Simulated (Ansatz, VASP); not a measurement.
One calculation of CsPbBr3, two programs

Contents of INCAR:

```
SYSTEM = CsPbBr3
PREC = Accurate
ENCUT = 520
EDIFF = 1E-6
ISMEAR = -1
SIGMA = 0.03
LREAL = .False.
LASPH = .True.
NELM = 80
ALGO = Normal
ISIF = 2
LWAVE = .False.
LCHARG = .True.
GGA = PS
LELF = .True.
LVHAR = .True.
NBANDS = 30
```

KPOINTS

```
regular mesh
0
Gamma
  3 3 3
  0 0 0
```

POSCAR

```
CsPbBr3
1.0
    5.8700000000      0.0000000000      0.0000000000
    0.0000000000      5.8700000000      0.0000000000
    0.0000000000      0.0000000000      5.8700000000
Pb Cs Br
1 1 3
Direct
    0.5000000000      0.5000000000      0.5000000000
    0.0000000000      0.0000000000      0.0000000000
    0.5000000000      0.5000000000      0.0000000000
    0.5000000000      0.0000000000      0.5000000000
    0.0000000000      0.5000000000      0.5000000000
```

input.yaml

```yaml
crystal:
  lattice:
    - [5.87, 0.0, 0.0]
    - [0.0, 5.87, 0.0]
    - [0.0, 0.0, 5.87]
  atoms:
    - { symbol: Pb, position: [0.5, 0.5, 0.5] }
    - { symbol: Cs, position: [0.0, 0.0, 0.0] }
    - { symbol: Br, position: [0.5, 0.5, 0.0] }
    - { symbol: Br, position: [0.5, 0.0, 0.5] }
    - { symbol: Br, position: [0.0, 0.5, 0.5] }
kpoints:
  mp_grid: { grid: [3, 3, 3] }
scf:
  occupations: { method: fermi_dirac, width: 0.03 }
hamiltonian:
  xc: pbesol
  pseudopotentials: { kind: all_electron, lapw: { basis_error: 0.002 } }
output:
  forces: true
  stress: true
  eigenvalues: true
```

Alike in both runs: task single point; functional PBEsol; k mesh 3 × 3 × 3; occupations fermi-dirac, width 0.03 eV; no spin polarisation.

|  | VASP | Ansatz |
| --- | --- | --- |
| version | VASP 6.6.1 | Ansatz 0.2.0 |
| potentials or method | VASP PAW PBE potentials, release 64 (Pb_d, Cs_sv, Br), cutoff 520 eV | all-electron LAPW, scalar-relativistic |

|  | VASP | Ansatz | Ansatz less VASP |
| --- | --- | --- | --- |
| gap on the k mesh at the Fermi level (eV) | 3.93 | 3.92 | -0.003 |
| least direct gap on the mesh (eV) | 3.93 | 3.92 | -0.003 |
| pressure (GPa) | -0.3 | -0.3 | +0.01 |

VASP's potentials were made for PBE, not for PBEsol. Ansatz ran all-electron here, and VASP with PAW potentials.

Neither program's run includes spin-orbit coupling.
